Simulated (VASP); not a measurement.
# Pd (I4/mmm) in VASP: single point with PBEsol

Aim: the single point of Pd with PBEsol.

Program: VASP 6.6.1. These are calculated values, not measurements. Logs are shortened: lines on timing, memory, paths and dates and some standing lists are left out, and cuts for length are marked.

### Step 1. The cell of the first run

Symmetry: I4/mmm, No. 139, tetragonal system. The conventional cell has a = 2.751 Å, b = 2.751 Å, c = 3.656 Å, α = 90.00°, β = 90.00°, γ = 90.00°. Pd (site symmetry 4/mmm) has 12 Pd at 2.67 to 2.75 Å within 3.5 Å.

### Step 2. Single point, PBEsol (strain -0.0600 x Voigt [0, 0, 1, 0, 0, 0])

Contents of INCAR:

```
PREC = Accurate
ENCUT = 520
EDIFF = 1E-6
ISMEAR = 0
SIGMA = 0.15
LREAL = F
LASPH = T
NELM = 100
ALGO = Normal
ISIF = 2
LWAVE = F
LCHARG = F
GGA = PS
NBANDS = 11
```

Contents of KPOINTS:

```
regular mesh
0
Gamma
  20 20 20
```

Contents of POSCAR:

```
Pd
1.0
    0.0000000000      1.9449000000      1.8282060000
    1.9449000000      0.0000000000      1.8282060000
    1.9449000000      1.9449000000      0.0000000000
Pd
1
Direct
    0.0000000000      0.0000000000      0.0000000000
```

Potentials or basis: VASP PAW PBE potentials, release 64 (Pd).

Command:

```bash
$ cat potpaw_PBE.64/Pd/POTCAR > POTCAR
$ mpirun -np 1 vasp_std > vasp.out
```

OUTCAR:

```text
PREC = Accurate
   ENCUT = 520
   EDIFF = 1E-6
   ISMEAR = 0
   LREAL = F
   LASPH = T
   NELM = 100
   ISIF = 2
   GGA = PS

 ion  position               nearest neighbor table
   1  0.000  0.000  0.000-

  LATTYP: Found a body centered tetragonal cell.
 ALAT       =     2.7505039575
 C/A-ratio  =     1.3293607486

  Lattice vectors:

 A1 = (   0.0000000000,  -1.9449000000,  -1.8282060000)
 A2 = (   0.0000000000,   1.9449000000,  -1.8282060000)
 A3 = (   1.9449000000,   0.0000000000,   1.8282060000)

Analysis of symmetry for initial positions (statically):
=====================================================================
 Subroutine PRICEL returns:
 Original cell was already a primitive cell.

 Routine SETGRP: Setting up the symmetry group for a
 body centered tetragonal supercell.

 Subroutine GETGRP returns: Found 16 space group operations
 (whereof 16 operations were pure point group operations)
 out of a pool of 16 trial point group operations.

The static configuration has the point symmetry D_4h.

Analysis of symmetry for dynamics (positions and initial velocities):
=====================================================================
 Subroutine PRICEL returns:
 Original cell was already a primitive cell.

 Routine SETGRP: Setting up the symmetry group for a
 body centered tetragonal supercell.

 Subroutine GETGRP returns: Found 16 space group operations
 (whereof 16 operations were pure point group operations)
 out of a pool of 16 trial point group operations.

The dynamic configuration has the point symmetry D_4h.

 Subroutine INISYM returns: Found 16 space group operations
 (whereof 16 operations are pure point group operations),
 and found     1 'primitive' translations

----------------------------------------------------------------------------------------

                                     Primitive cell

  volume of cell :      13.8309

  direct lattice vectors                    reciprocal lattice vectors
     0.000000000  1.944900000  1.828206000    -0.257082626  0.257082626  0.273492156
     1.944900000  0.000000000  1.828206000     0.257082626 -0.257082626  0.273492156
     1.944900000  1.944900000  0.000000000     0.257082626  0.257082626 -0.273492156

  length of vectors
     2.669264541  2.669264541  2.750503957     0.454951550  0.454951550  0.454951550

  position of ions in fractional coordinates (direct lattice)
     0.000000000  0.000000000  0.000000000

  ion indices of the primitive-cell ions
   primitive index   ion index
[... 73 lines left out ...]
   EDIFF  = 0.1E-05   stopping-criterion for ELM
   LREAL  =      F    real-space projection
   EDIFFG = 0.1E-04   stopping-criterion for IOM
   NSW    =      0    number of steps for IOM
   IBRION =     -1    ionic relax: 0-MD 1-quasi-New 2-CG
   NFREE  =      0    steps in history (QN), initial steepest desc. (CG)
   ISIF   =      2    stress and relaxation
   ISYM   =      2    0-nonsym 1-usesym 2-fastsym
   POTIM  = 0.5000    time-step for ionic-motion
   TEBEG  =    0.0;   TEEND  =   0.0 temperature during run
   PSTRESS=    0.0 pullay stress
   NELECT =      10.0000    total number of electrons
   NUPDOWN=      -1.0000    fix difference up-down
   EMIN   =  10.00;   EMAX   =-10.00  energy-range for DOS
   EFERMI =   0.00;   METHOD = LEGACY
   ISMEAR =     0;   SIGMA  =   0.15  broadening in eV -4-tet -1-fermi 0-gaus
   EFERMI_NEDOS =   21; number of points for ismear=-14 and -15
   IALGO  =     38    algorithm
   IMIX   =      4    mixing-type and parameters
     AMIX     =   0.40;   BMIX     =  1.00
     AMIX_MAG =   1.60;   BMIX_MAG =  1.00
  volume/ion in A,a.u.               =      13.83        93.34
  Fermi-wavevector in a.u.,A,eV,Ry     =   1.469349  2.776667 29.374791  2.158986
  Thomas-Fermi vector in A             =   2.584737
   LORBIT       =      0    0 simple, 1 ext, 2 COOP (PROOUT), +10 PAW based schemes
   GGA     = PS    functional components
   LHFCALC =     F    Hartree Fock is set to
   AEXX    =    0.0000 exact exchange contribution
   IVDW    =     0    specifies the selected vdW correction
   LEPSILON=     F    determine dielectric tensor
   LRPA    =     F    only Hartree local field effects (RPA)
 non-spin polarized calculation
 Gauss-broadening in eV      SIGMA  =   0.15
  energy-cutoff  :      520.00
  volume of cell :       13.83
 maximum number of plane-waves:       386
   NGX =  9   NGY =  9   NGZ = 11

 number of electron      10.0000003 magnetization

 Free energy of the ion-electron system (eV)
  ---------------------------------------------------
  ext. energy  EPLUGINS =         0.00000000
  ---------------------------------------------------
  free energy    TOTEN  =        -5.94195518 eV

  energy without entropy =       -5.91807285  energy(sigma->0) =       -5.93001401

 E-fermi :  10.7441     XC(G=0): -13.7841

 val. band max:       10.7419827452   @ k =   0.5000  -0.0000   0.2000
 cond. band min:      10.7445293404   @ k =  -0.4500   0.2000   0.0000
 fundamental gap:      0.0025465951
 Fermi energy:        10.7440658608

 k-point     1 :       0.0000    0.0000    0.0000
  band No.  band energies     occupation
      1       2.9967      2.00000
      2       7.4001      2.00000
      3       7.4001      2.00000
      4       8.0076      2.00000
      5       9.0514      2.00000
      6       9.6946      2.00000
      7      27.9547      0.00000
      8      32.4696      0.00000
      9      32.4696      0.00000
     10      34.2101      0.00000
     11      36.6035      0.00000
[... 309 lines left out ...]
 k-point    24 :      -0.3500    0.0500    0.0000
  band No.  band energies     occupation
      1       5.0669      2.00000
      2       7.4389      2.00000
      3       7.9358      2.00000
      4       9.0627      2.00000
      5      10.1465      2.00000
      6      10.7217      1.16696
      7      21.6717      0.00000
      8      28.0231      0.00000
      9      33.0159      0.00000
     10      33.6944      0.00000
     11      36.6117      0.00000

 [... further k-points ...]
[... 5 lines left out ...]
  --------------------------------------------------------------------------------------
  -------------------------------------------------------------------------------------
  Total        0.9193461      0.9193461      1.2071722      0.0000000      0.0000000      0.0000000
  in kB      106.4976330    106.4976330    139.8395809      0.0000000      0.0000000      0.0000000
  external PRESSURE =     117.6116156 kB  Pullay stress =       0.0000000 kB

 VOLUME and BASIS-vectors are now :
 -----------------------------------------------------------------------------
  energy-cutoff  :      520.00
  volume of cell :       13.83
      direct lattice vectors                 reciprocal lattice vectors
     0.000000000  1.944900000  1.828206000    -0.257082626  0.257082626  0.273492156
     1.944900000  0.000000000  1.828206000     0.257082626 -0.257082626  0.273492156
     1.944900000  1.944900000  0.000000000     0.257082626  0.257082626 -0.273492156

 POSITION                                       TOTAL-FORCE (eV/Angst)
 -----------------------------------------------------------------------------------
      0.00000      0.00000      0.00000        -0.000000     -0.000000      0.000000
 -----------------------------------------------------------------------------------
    total drift:                                0.000000      0.000000      0.000000

  FREE ENERGIE OF THE ION-ELECTRON SYSTEM (eV)
  ---------------------------------------------------
  free  energy   TOTEN  =        -5.9419551756 eV

  energy  without entropy=       -5.9180728493  energy(sigma->0) =       -5.93001401
```

OSZICAR:

```text
N       E                     dE             d eps       ncg     rms          rms(c)
DAV:   1     0.415838904051E+02    0.41584E+02   -0.51768E+03 14214   0.858E+02
DAV:   2    -0.580029922486E+01   -0.47384E+02   -0.45893E+02 15775   0.185E+02
DAV:   3    -0.633780309375E+01   -0.53750E+00   -0.53583E+00 16987   0.210E+01
DAV:   4    -0.633989541672E+01   -0.20923E-02   -0.20921E-02 17278   0.138E+00
DAV:   5    -0.633991477305E+01   -0.19356E-04   -0.19357E-04 18342   0.122E-01    0.997E+00
DAV:   6    -0.596449359458E+01    0.37542E+00   -0.13867E+00 17492   0.978E+00    0.457E+00
DAV:   7    -0.594755619398E+01    0.16937E-01   -0.57635E-02 18918   0.161E+00    0.221E+00
DAV:   8    -0.594204949799E+01    0.55067E-02   -0.34215E-03 17555   0.593E-01    0.152E-01
DAV:   9    -0.594195175178E+01    0.97746E-04   -0.48225E-04 17880   0.190E-01    0.271E-02
DAV:  10    -0.594195578234E+01   -0.40306E-05   -0.10439E-05 17815   0.305E-02    0.112E-02
DAV:  11    -0.594195517564E+01    0.60670E-06   -0.13801E-07 12487   0.381E-03
   1 F= -.59419552E+01 E0= -.59300140E+01  d E =-.238823E-01
```

Run time: 82 s. Hardware: 1 thread of Intel Xeon 8259CL, shared host; peak memory 0.21 GiB.

Results:

```
Free energy            : -5.9420 eV
Pressure               : 11.8 GPa
Band gap on the k mesh : zero (bands 5 and 6 overlap by 1.99 eV)
```

Stress tensor (GPa, compression positive):
```
10.65  0.00  0.00
 0.00 10.65  0.00
 0.00  0.00 13.98
```

Caveat: the cell differs from its parent crystal (strain -0.0600 x Voigt [0, 0, 1, 0, 0, 0]); the cell stands under pressure; the PAW data sets were made with another functional, which shifts forces and pressure a little.
